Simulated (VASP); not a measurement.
# Al (P6_3/mmc) in VASP: a series of runs, part 2 of 2

VASP 6.6.1.

## 3. Single point, HSE06

This run uses another cell than the first one, of 17.34 Å³/atom.

File POSCAR:

```
Al
1.0
    2.8494655872      0.0000000000      0.0000000000
   -1.4247327935      2.4677095857      0.0000000000
    0.0000000000      0.0000000000      4.9308948445
Al
2
Direct
    0.3333333333      0.6666666667      0.2500000000
    0.6666666667      0.3333333333      0.7500000000
```

File INCAR.step1:

```
ALGO = Normal
EDIFF = 1E-5
ENCUT = 520
GGA = PE
ISIF = 2
ISMEAR = -1
LASPH = True
LCHARG = False
LREAL = False
LWAVE = True
NBANDS = 10
NELM = 60
PREC = Accurate
SIGMA = 0.05
```

File INCAR.step2:

```
ALGO = Normal
EDIFF = 1E-6
ENCUT = 520
GGA = PE
HFSCREEN = 0.2079
ISIF = 2
ISMEAR = -1
ISTART = 1
LASPH = True
LCHARG = False
LHFCALC = True
LREAL = False
LWAVE = False
NBANDS = 10
NELM = 60
PREC = Accurate
PRECFOCK = Normal
SIGMA = 0.05
```

File KPOINTS:

```
k-points
0
Gamma
  6 6 4
```

Potentials or basis: VASP PAW PBE potentials, release 64 (Al).

On the command line:

```sh
$ cat potpaw_PBE.64/Al/POTCAR > POTCAR
$ cp INCAR.step1 INCAR
$ mpirun -np 1 vasp_std > vasp.out
$ cp INCAR.step2 INCAR
$ mpirun -np 1 vasp_std > vasp.out
```

Wall time 7.7 min (1 thread of Intel Xeon 8259CL, shared host); peak memory 0.25 GiB.

The run converged. Its results:

```
Free energy            : -8.1272 eV
Pressure               : -2.7 GPa
Band gap on the k mesh : zero (bands 3 and 4 overlap by 7.53 eV)
```

Stress tensor (GPa, compression positive):
```
-1.92  0.00  0.00
 0.00 -1.92  0.00
 0.00  0.00 -4.21
```

Levels at points of the mesh, in eV from the Fermi level:
| k point | band 1 | band 2 | band 3 | band 4 | band 5 | band 6 | band 7 | band 8 |
| --- | --- | --- | --- | --- | --- | --- | --- | --- |
| (0.00, 0.00, 0.00) | -12.23 | -5.64 | -5.25 | 12.07 | 12.18 | 12.18 | 12.52 | 12.52 |
| (0.50, 0.00, 0.00) | -5.54 | -5.38 | 0.75 | 0.83 | 1.52 | 1.83 | 6.83 | 8.43 |
| (0.00, 0.00, 0.50) | -10.53 | -10.53 | 2.74 | 2.74 | 13.36 | 13.36 | 13.36 | 13.36 |
| (0.50, 0.00, 0.50) | -4.13 | -4.13 | -3.35 | -3.35 | 8.21 | 8.21 | 8.23 | 8.23 |

Caveat: the k points lie up to 0.42 Å⁻¹ apart, too coarse for converged energies and pressures of a metal; the PAW data sets were made with another functional, which shifts forces and pressure a little.

## 4. Single point, PBE0

This run uses another cell than the first one, of 17.34 Å³/atom.

POSCAR is that of step 3.

File INCAR.step1:

```
SYSTEM = Al
  PREC = Accurate
  ENCUT = 520
  EDIFF = 1E-5
  ISMEAR = -1
  SIGMA = 0.05
  LREAL = .False.
  LASPH = .True.
  NELM = 60
  ALGO = Normal
  ISIF = 2
  LWAVE = .True.
  LCHARG = .False.
  GGA = PE
  NBANDS = 10
```

File INCAR.step2:

```
SYSTEM = Al
  PREC = Accurate
  ENCUT = 520
  EDIFF = 1E-6
  ISMEAR = -1
  SIGMA = 0.05
  LREAL = .False.
  LASPH = .True.
  NELM = 60
  ALGO = Normal
  ISIF = 2
  LWAVE = .False.
  LCHARG = .False.
  GGA = PE
  LHFCALC = .True.
  AEXX = 0.25
  PRECFOCK = Normal
  ISTART = 1
  NBANDS = 10
```

File KPOINTS:

```
Automatic mesh
0
Gamma
  6 6 4
  0 0 0
```

On the command line:

```sh
$ cat potpaw_PBE.64/Al/POTCAR > POTCAR
$ cp INCAR.step1 INCAR
$ mpirun -np 1 vasp_std > vasp.out
$ cp INCAR.step2 INCAR
$ mpirun -np 1 vasp_std > vasp.out
```

Run time: 7.3 min. Hardware: 1 thread of Intel Xeon 8259CL, shared host; peak memory 0.16 GiB.

The run converged. Its results:

```
Free energy            : -8.7443 eV
Pressure               : -3.0 GPa
Band gap on the k mesh : zero (bands 3 and 4 overlap by 8.30 eV)
```

Stress tensor (GPa, compression positive):
```
-2.10  0.00  0.00
 0.00 -2.10  0.00
 0.00  0.00 -4.71
```

Levels at points of the mesh, in eV from the Fermi level:
```tsv
k point	band 1	band 2	band 3	band 4	band 5	band 6
(0.00, 0.00, 0.00)	-12.83	-6.22	-5.84	12.32	12.44	12.44
(0.50, 0.00, 0.00)	-6.12	-5.97	0.86	0.93	1.66	1.95
(0.00, 0.00, 0.50)	-11.13	-11.13	2.89	2.89	13.61	13.61
(0.50, 0.00, 0.50)	-4.68	-4.68	-3.89	-3.89	8.46	8.46
```

Caveat: the k points lie up to 0.42 Å⁻¹ apart, too coarse for converged energies and pressures of a metal; the PAW data sets were made with another functional, which shifts forces and pressure a little.

## 5. Single point, HSE06

This run uses another cell than the first one, of 17.67 Å³/atom.

File POSCAR:

```
Al
1.0
    2.8676155389      0.0000000000      0.0000000000
   -1.4338077694      2.4834279049      0.0000000000
    0.0000000000      0.0000000000      4.9623026648
Al
2
Direct
    0.3333333333      0.6666666667      0.2500000000
    0.6666666667      0.3333333333      0.7500000000
```

File INCAR.step1:

```
SYSTEM = Al
  PREC = Accurate
  ENCUT = 520
  EDIFF = 1E-5
  ISMEAR = -1
  SIGMA = 0.05
  LREAL = .False.
  LASPH = .True.
  NELM = 100
  ALGO = Normal
  ISIF = 2
  LWAVE = .True.
  NBANDS = 10
  GGA = PE
```

File INCAR.step2:

```
SYSTEM = Al
  PREC = Accurate
  ENCUT = 520
  EDIFF = 1E-7
  ISMEAR = -1
  SIGMA = 0.05
  LREAL = .False.
  LASPH = .True.
  NELM = 100
  ALGO = Normal
  ISIF = 2
  LWAVE = .False.
  LCHARG = .True.
  GGA = PE
  LHFCALC = .True.
  HFSCREEN = 0.2079
  PRECFOCK = Normal
  LELF = .True.
  LVHAR = .True.
  NBANDS = 10
  ISTART = 1
```

File KPOINTS:

```
regular mesh
0
Gamma
  6 6 4
  0 0 0
```

On the command line:

```sh
$ cat potpaw_PBE.64/Al/POTCAR > POTCAR
$ cp INCAR.step1 INCAR
$ mpirun -np 1 vasp_std > vasp.out
$ cp INCAR.step2 INCAR
$ mpirun -np 1 vasp_std > vasp.out
```

Run time: 8.7 min. Hardware: 1 thread of Intel Xeon 8259CL, shared host; peak memory 0.25 GiB.

It converged, with:

```yaml
Free_energy: -8.1135 eV
Pressure: -3.9 GPa
Band_gap_on_the_k_mesh: zero (bands 3 and 4 overlap by 7.48 eV)
```

Stress tensor (GPa, compression positive):
```
-3.15  0.00  0.00
 0.00 -3.15  0.00
 0.00  0.00 -5.28
```

Levels at points of the mesh, in eV from the Fermi level:
```csv
k point,band 1,band 2,band 3,band 4,band 5,band 6,band 7
"(0.00, 0.00, 0.00)",-12.09,-5.61,-5.16,11.97,12.00,12.00,12.39
"(0.50, 0.00, 0.00)",-5.50,-5.31,0.72,0.84,1.46,1.85,6.72
"(0.00, 0.00, 0.50)",-10.41,-10.41,2.71,2.71,13.21,13.21,13.21
"(0.50, 0.00, 0.50)",-4.07,-4.07,-3.33,-3.33,8.11,8.11,8.16
```

Caveat: the k points lie up to 0.42 Å⁻¹ apart, too coarse for converged energies and pressures of a metal; the PAW data sets were made with another functional, which shifts forces and pressure a little.

## 6. Single point, PBE0

This run uses another cell than the first one, of 17.67 Å³/atom.

POSCAR is that of step 5.

File INCAR.step1:

```
SYSTEM = Al
ALGO     = Normal         ! electronic algorithm
EDIFF    = 1E-5           ! SCF threshold, eV
ENCUT    = 520            ! plane-wave cutoff, eV
GGA      = PE             ! functional
ISIF     = 2              ! what is computed and relaxed
ISMEAR   = -1             ! smearing method
LASPH    = .True.         ! aspherical terms in the spheres
LCHARG   = .False.        ! write CHGCAR
LREAL    = .False.        ! projectors in reciprocal space
LWAVE    = .True.         ! write WAVECAR
NBANDS   = 10             ! bands
NELM     = 80             ! most SCF steps
PREC     = Accurate       ! precision mode
SIGMA    = 0.05           ! smearing width, eV
```

File INCAR.step2:

```
SYSTEM = Al
AEXX     = 0.25           ! exact-exchange fraction
ALGO     = Normal         ! electronic algorithm
EDIFF    = 1E-6           ! SCF threshold, eV
ENCUT    = 520            ! plane-wave cutoff, eV
GGA      = PE             ! functional
ISIF     = 2              ! what is computed and relaxed
ISMEAR   = -1             ! smearing method
ISTART   = 1            
LASPH    = .True.         ! aspherical terms in the spheres
LCHARG   = .False.        ! write CHGCAR
LHFCALC  = .True.         ! exact exchange
LREAL    = .False.        ! projectors in reciprocal space
LWAVE    = .False.        ! write WAVECAR
NBANDS   = 10             ! bands
NELM     = 80             ! most SCF steps
PREC     = Accurate       ! precision mode
PRECFOCK = Normal       
SIGMA    = 0.05           ! smearing width, eV
```

File KPOINTS:

```
k-points
0
Gamma
  6 6 4
  0 0 0
```

Potentials or basis: VASP PAW PBE potentials, release 64 (Al).

On the command line:

```sh
$ cat potpaw_PBE.64/Al/POTCAR > POTCAR
$ cp INCAR.step1 INCAR
$ mpirun -np 1 vasp_std > vasp.out
$ cp INCAR.step2 INCAR
$ mpirun -np 1 vasp_std > vasp.out
```

Wall time 7.9 min (1 thread of Intel Xeon 8259CL, shared host); peak memory 0.16 GiB.

It converged, with:

| Item | Value |
| --- | --- |
| Free energy | -8.7294 eV |
| Pressure | -4.2 GPa |
| Band gap on the k mesh | zero (bands 3 and 4 overlap by 8.24 eV) |

Stress tensor (GPa, compression positive):
```
-3.45  0.00  0.00
 0.00 -3.45  0.00
 0.00  0.00 -5.72
```

Levels at points of the mesh, in eV from the Fermi level:
```tsv
k point	band 1	band 2	band 3	band 4	band 5	band 6	band 7	band 8
(0.00, 0.00, 0.00)	-12.70	-6.20	-5.76	12.22	12.25	12.25	12.63	12.63
(0.50, 0.00, 0.00)	-6.08	-5.90	0.82	0.93	1.59	1.97	6.97	8.54
(0.00, 0.00, 0.50)	-11.02	-11.02	2.86	2.86	13.46	13.46	13.46	13.46
(0.50, 0.00, 0.50)	-4.63	-4.63	-3.88	-3.88	8.35	8.35	8.40	8.40
```

Caveat: the k points lie up to 0.42 Å⁻¹ apart, too coarse for converged energies and pressures of a metal; the PAW data sets were made with another functional, which shifts forces and pressure a little.

## 7. Overview

```tsv
level	cell	screening parameter	gap on the mesh (eV)	pressure (GPa)
PBE0	a = 2.831, b = 2.831, c = 4.899 Å, angles 90.0, 90.0, 120.0°, 2 atoms	-	none	-1.6
HSE06	a = 2.849, b = 2.849, c = 4.931 Å, angles 90.0, 90.0, 120.0°, 2 atoms	0.2079 1/Å	none	-2.7
PBE0	a = 2.849, b = 2.849, c = 4.931 Å, angles 90.0, 90.0, 120.0°, 2 atoms	-	none	-3.0
HSE06	a = 2.868, b = 2.868, c = 4.962 Å, angles 90.0, 90.0, 120.0°, 2 atoms	0.2079 1/Å	none	-3.9
PBE0	a = 2.868, b = 2.868, c = 4.962 Å, angles 90.0, 90.0, 120.0°, 2 atoms	-	none	-4.2
```

Alike in all rows: task single point; potentials or basis VASP PAW PBE potentials, release 64 (Al); no spin polarisation; k mesh 6 × 6 × 4; cutoff (eV) 520; smearing fermi-dirac 0.05 eV.

Caveats: all runs use coarse meshes; the PAW data sets were made with another functional, which shifts forces and pressure a little.

Total energies depend on the potentials used, so only differences within one code and one set of settings carry meaning.
